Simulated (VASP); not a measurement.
# CuO (P-1) in VASP: a series of runs, part 2 of 2

VASP 6.6.1. Earlier steps stand in the parts before.

**3. Single point, PBEsol**

File INCAR:

```
PREC     = Accurate       # precision mode
ENCUT    = 520            # plane-wave cutoff, eV
EDIFF    = 1E-7           # SCF threshold, eV
ISMEAR   = 0              # smearing method
SIGMA    = 0.01           # smearing width, eV
LREAL    = F              # projectors in reciprocal space
LASPH    = T              # aspherical terms in the spheres
NELM     = 80             # most SCF steps
ALGO     = Normal         # electronic algorithm
ISIF     = 2              # what is computed and relaxed
LWAVE    = F              # write WAVECAR
LCHARG   = F              # write CHGCAR
GGA      = PS             # functional
NBANDS   = 25             # bands
```

File KPOINTS:

```
Automatic mesh
0
Gamma
  7 7 4
```

File POSCAR:

```
CuO
1.0
    2.8795009639      0.0000000000      0.0000000000
    0.0390727580      2.8792794796      0.0000000000
    0.0174953863      0.0172449008      5.1763391994
Cu O
2 2
Direct
    0.5000000000      0.0000000000      0.5000000000
    0.0000000000      0.5000000000      0.0000000000
    0.0015760300      0.9983282200      0.2501129000
    0.9984239700      0.0016717800      0.7498871000
```

Potentials or basis: VASP PAW PBE potentials, release 64 (Cu, O).

The run is started by

```bash
cat potpaw_PBE.64/Cu/POTCAR potpaw_PBE.64/O/POTCAR > POTCAR
mpirun -np 1 vasp_std > vasp.out
```

OUTCAR:

```text
PREC = Accurate
   ENCUT = 520
   EDIFF = 1E-7
   ISMEAR = 0
   LREAL = F
   LASPH = T
   NELM = 80
   ISIF = 2
   GGA = PS

 ion  position               nearest neighbor table
   1  0.500  0.000  0.500-   3 1.94   4 1.94   3 1.94   4 1.94
   2  0.000  0.500  0.000-   3 1.94   4 1.94   4 1.94   3 1.94
   3  0.002  0.998  0.250-   1 1.94   1 1.94   2 1.94   2 1.94
   4  0.998  0.002  0.750-   1 1.94   1 1.94   2 1.94   2 1.94

  LATTYP: Found a base centered monoclinic cell.
[... 866 lines left out ...]
     24      16.0451      0.00000
     25      17.2746      0.00000

 [... further k-points ...]
[... 5 lines left out ...]
  --------------------------------------------------------------------------------------
  -------------------------------------------------------------------------------------
  Total       -0.0381023     -0.0528906     -0.9517994     -0.0229386     -0.0008984     -0.0044777
  in kB       -1.4224544     -1.9745374    -35.5330300     -0.8563537     -0.0335401     -0.1671625
  external PRESSURE =     -12.9766739 kB  Pullay stress =       0.0000000 kB

 VOLUME and BASIS-vectors are now :
 -----------------------------------------------------------------------------
  energy-cutoff  :      520.00
  volume of cell :       42.92
      direct lattice vectors                 reciprocal lattice vectors
     2.879500964  0.000000000  0.000000000     0.347282398 -0.004712735 -0.001158071
     0.039072758  2.879279480  0.000000000     0.000000000  0.347309112 -0.001157055
     0.017495386  0.017244901  5.176339199     0.000000000  0.000000000  0.193186722

 POSITION                                       TOTAL-FORCE (eV/Angst)
 -----------------------------------------------------------------------------------
      1.44850      0.00862      2.58817        -0.000000      0.000000      0.000000
      0.01954      1.43964      0.00000         0.000000      0.000000      0.000000
      0.04792      2.87878      1.29467        -0.005897      0.007510     -0.010541
      2.88815      0.01775      3.88167         0.005897     -0.007510      0.010541
 -----------------------------------------------------------------------------------
    total drift:                                0.000000     -0.000000     -0.000000

  FREE ENERGIE OF THE ION-ELECTRON SYSTEM (eV)
  ---------------------------------------------------
  free  energy   TOTEN  =       -21.4822598369 eV

  energy  without entropy=      -21.4822578365  energy(sigma->0) =      -21.48225884
```

OSZICAR:

```text
N       E                     dE             d eps       ncg     rms          rms(c)
DAV:   1     0.294453061931E+03    0.29445E+03   -0.16391E+04  5206   0.212E+03
DAV:   2     0.100526911649E+02   -0.28440E+03   -0.26285E+03  5084   0.395E+02
DAV:   3    -0.263556165668E+02   -0.36408E+02   -0.34528E+02  6215   0.156E+02
DAV:   4    -0.276086205132E+02   -0.12530E+01   -0.12469E+01  6227   0.308E+01
DAV:   5    -0.276309847235E+02   -0.22364E-01   -0.22355E-01  6424   0.368E+00    0.178E+01
DAV:   6    -0.253895351192E+02    0.22414E+01   -0.39923E+01  7198   0.160E+02    0.138E+01
DAV:   7    -0.214319181909E+02    0.39576E+01   -0.10700E+01  5995   0.117E+02    0.252E+00
DAV:   8    -0.215264161368E+02   -0.94498E-01   -0.15157E+00  5585   0.889E+00    0.166E+00
DAV:   9    -0.215500005722E+02   -0.23584E-01   -0.41115E-01  7274   0.191E+01    0.293E+00
DAV:  10    -0.214915917495E+02    0.58409E-01   -0.34494E-01  7109   0.162E+01    0.535E-01
DAV:  11    -0.214835161519E+02    0.80756E-02   -0.18493E-02  7526   0.181E+00    0.350E-01
DAV:  12    -0.214822800831E+02    0.12361E-02   -0.50398E-03  7922   0.125E+00    0.126E-01
DAV:  13    -0.214822453271E+02    0.34756E-04   -0.78210E-04  7729   0.534E-01    0.373E-02
DAV:  14    -0.214822606509E+02   -0.15324E-04   -0.53467E-05  7751   0.154E-01    0.168E-02
DAV:  15    -0.214822602512E+02    0.39966E-06   -0.92619E-06  7750   0.718E-02    0.592E-03
DAV:  16    -0.214822598879E+02    0.36332E-06   -0.49999E-07  5176   0.207E-02    0.294E-03
DAV:  17    -0.214822598369E+02    0.50974E-07   -0.36253E-07  3517   0.118E-02
   1 F= -.21482260E+02 E0= -.21482259E+02  d E =-.200040E-05
```

It took 40 s on 1 thread of Intel Xeon 6975P-C (Granite Rapids), shared host; peak memory 0.22 GiB.

Results:

```yaml
Free_energy: -21.4823 eV
Pressure: -1.3 GPa
Largest_force: 0.014 eV/Å
Band_gap_on_the_k_mesh: zero (band 17 reaches 5.77 eV, above the bottom of band 18 at 4.63 eV)
```

Forces on the atoms (eV/Å):
```
Cu   0.000  0.000  0.000
Cu   0.000  0.000  0.000
O   -0.006  0.008 -0.011
O    0.006 -0.008  0.011
```

Stress tensor (GPa, compression positive):
```
-0.14 -0.09 -0.02
-0.09 -0.20  0.00
-0.02  0.00 -3.55
```

Caveat: the PAW data sets were made with another functional, which shifts forces and pressure a little; semilocal functionals often make such compounds metallic where correlation or magnetic order opens a gap, which also shifts bond lengths. With open d or f shells a metallic result of PBEsol can be an artefact of self-interaction; +U or a hybrid may open a gap.

**4. Single point, PBEsol**

File INCAR:

```
PREC     = Accurate       # precision mode
ENCUT    = 520            # plane-wave cutoff, eV
EDIFF    = 1E-6           # SCF threshold, eV
ISMEAR   = 0              # smearing method
SIGMA    = 0.05           # smearing width, eV
LREAL    = False          # projectors in reciprocal space
LASPH    = True           # aspherical terms in the spheres
NELM     = 80             # most SCF steps
ALGO     = Normal         # electronic algorithm
ISIF     = 2              # what is computed and relaxed
LWAVE    = False          # write WAVECAR
LCHARG   = False          # write CHGCAR
GGA      = PS             # functional
NBANDS   = 25             # bands
```

KPOINTS is that of step 3.

POSCAR is that of step 3.

The run is started by

```bash
cat potpaw_PBE.64/Cu/POTCAR potpaw_PBE.64/O/POTCAR > POTCAR
mpirun -np 1 vasp_std > vasp.out
```

Run time: 39 s. Hardware: 1 thread of Intel Xeon 6975P-C (Granite Rapids), shared host; peak memory 0.22 GiB.

The run converged. Its results:

| Property | Result |
| --- | --- |
| Free energy | -21.4831 eV |
| Pressure | -1.3 GPa |
| Largest force | 0.013 eV/Å |
| Band gap on the k mesh | zero (band 17 reaches 5.77 eV, above the bottom of band 18 at 4.63 eV) |

Forces in eV/Å, atoms in the order of the input:
```
Cu   0.000  0.000  0.000
Cu   0.000  0.000  0.000
O   -0.006  0.007 -0.009
O    0.006 -0.007  0.009
```

Stress tensor (GPa, compression positive):
```
-0.12 -0.08 -0.02
-0.08 -0.16  0.00
-0.02  0.00 -3.54
```

Levels at points of the mesh, in eV from the Fermi level:
| k point | band 14 | band 15 | band 16 | band 17 | band 18 | band 19 | band 20 | band 21 |
| --- | --- | --- | --- | --- | --- | --- | --- | --- |
| (0.00, 0.00, 0.00) | -2.42 | -2.34 | -2.04 | 0.66 | 0.69 | 1.44 | 6.08 | 7.31 |
| (0.00, 0.00, 0.50) | -2.38 | -1.55 | -1.55 | 0.09 | 0.09 | 3.53 | 3.53 | 11.49 |

Caveat: the PAW data sets were made with another functional, which shifts forces and pressure a little; semilocal functionals often make such compounds metallic where correlation or magnetic order opens a gap, which also shifts bond lengths.

**5. The runs side by side**

| k mesh | smearing | gap on the mesh (eV) | pressure (GPa) | largest force (eV/Å) |
| --- | --- | --- | --- | --- |
| 14 × 14 × 8 | gaussian 0.1 eV | none | -1.3 | 0.01 |
| 7 × 7 × 4 | gaussian 0.01 eV | none | -1.3 | 0.01 |
| 7 × 7 × 4 | gaussian 0.05 eV | none | -1.3 | 0.01 |

Alike in all rows: task single point; level PBEsol; potentials or basis VASP PAW PBE potentials, release 64 (Cu, O); no spin polarisation; cell as given; cutoff (eV) 520.

Every run on the cell as given and a fine mesh finds a metal.

Caveats: the PAW data sets were made with another functional, which shifts forces and pressure a little; semilocal functionals often make such compounds metallic where correlation or magnetic order opens a gap, which also shifts bond lengths.

Absolute energies hang on the potentials; compare differences alone.
